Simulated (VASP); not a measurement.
Write the native input for VASP 6.6.1 that does the following.

```yaml
Task: relaxation of shape and atoms at fixed volume
Functional: PBE
Potentials_or_basis: VASP PAW PBE potentials, release 64 (Y_sv)
Cutoff: 600 eV
k_mesh: 6 × 6 × 9
Occupations: fermi-dirac, width 0.08 eV
Spin: no spin polarisation
Dipole_correction: no
Further_INCAR_settings: ALGO = Normal; EDIFF = 1e-06; IBRION = 2; EDIFFG = -0.005; NSW = 50; ISIF = 4
```

The structure of Y lies in POSCAR:

```
Y
1.0
    4.1613914956      0.0000000000      0.0000000000
   -2.0806957478      3.6038707503      0.0000000000
    0.0000000000      0.0000000000      2.5998246135
Y
3
Direct
    0.0000000000      0.0000000000      0.0000000000
    0.3333333333      0.6666666667      0.5000000000
    0.6666666667      0.3333333333      0.5000000000
```

This isn't the form of Y at room conditions, which is hcp.

The input as run:

INCAR

```
  PREC = Accurate
  ENCUT = 600
  EDIFF = 1E-6
  ISMEAR = -1
  SIGMA = 0.08
  LREAL = F
  LASPH = T
  NELM = 60
  ALGO = Normal
  ISIF = 4
  LWAVE = F
  LCHARG = F
  GGA = PE
  IBRION = 2
  NSW = 50
  EDIFFG = -0.005
```

KPOINTS

```
Automatic mesh
0
Gamma
  6 6 9
```

Potentials or basis: VASP PAW PBE potentials, release 64 (Y_sv).

Launch:

```bash
$ cat potpaw_PBE.64/Y_sv/POTCAR > POTCAR
$ mpirun -np 1 vasp_std > vasp.out
```

It gave:

```json
{
 "Energy gained by relaxing": "47.0 meV/atom",
 "Ionic steps": "4",
 "Pressure after relaxing": "149.2 GPa",
 "Band gap on the k mesh": "zero (an odd number of electrons rules out a gap without spin polarisation)"
}
```

It took 83 s on 1 thread of Intel(R) Xeon(R) Platinum 8488C (Sapphire Rapids) (shared host), peak memory 0.21 GiB.
